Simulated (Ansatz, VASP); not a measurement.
## GaN: VASP beside Ansatz

INCAR

```
PREC = Accurate ; ENCUT = 520
EDIFF = 1E-7 ; ISMEAR = 0
SIGMA = 0.01 ; LREAL = F
LASPH = T ; NELM = 100
ALGO = Normal ; ISIF = 2
LWAVE = F ; LCHARG = F
GGA = PE ; NBANDS = 16
```

File KPOINTS:

```
regular mesh
0
Gamma
  10 10 10
```

The input POSCAR:

```
GaN
1.0
    0.0000000000      2.1085153661      2.1085153661
    2.1085153661      0.0000000000      2.1085153661
    2.1085153661      2.1085153661      0.0000000000
Ga N
1 1
Direct
    0.5000000000      0.5000000000      0.5000000000
    0.0000000000      0.0000000000      0.0000000000
```

Input for Ansatz:

```yaml
crystal:
  lattice:
    - [0.0, 2.1085153661, 2.1085153661]
    - [2.1085153661, 0.0, 2.1085153661]
    - [2.1085153661, 2.1085153661, 0.0]
  atoms:
    - { symbol: Ga, position: [0.5, 0.5, 0.5] }
    - { symbol: "N", position: [0.0, 0.0, 0.0] }
kpoints:
  mp_grid: { grid: [10, 10, 10] }
  band_path:
    path:
      - [0.0, 0.0, 0.0]
      - [0.5, 0.0, 0.5]
      - [0.625, 0.25, 0.625]
      - [0.375, 0.375, 0.75]
      - [0.5, 0.5, 0.5]
      - [0.5, 0.25, 0.75]
      - [0.0, 0.174479, -0.177083]
      - [0.0, 0.5, 0.5]
    npoints: 1
hamiltonian:
  xc: pbe
scf:
  occupations: { method: fixed }
  n_extra_bands: 4
output:
  forces: true
  stress: true
  eigenvalues: true
```

Alike in both runs: task single point; functional PBE; k mesh 10 × 10 × 10; no spin polarisation.

```csv
,VASP,Ansatz
version,VASP 6.6.1,Ansatz 0.2.0
potentials or method,"VASP PAW PBE potentials, release 64 (Ga_d, N)","plane waves, PAW"
plane-wave cutoff (eV),520,420
occupations,"gaussian, width 0.01 eV",fixed
valence electrons in the cell,18,18
```

|  | VASP | Ansatz | Ansatz less VASP |
| --- | --- | --- | --- |
| gap on the k mesh at the Fermi level (eV) | 0.66 | 0.67 | +0.010 |
| pressure (GPa) | 9.1 | 8.2 | -0.85 |
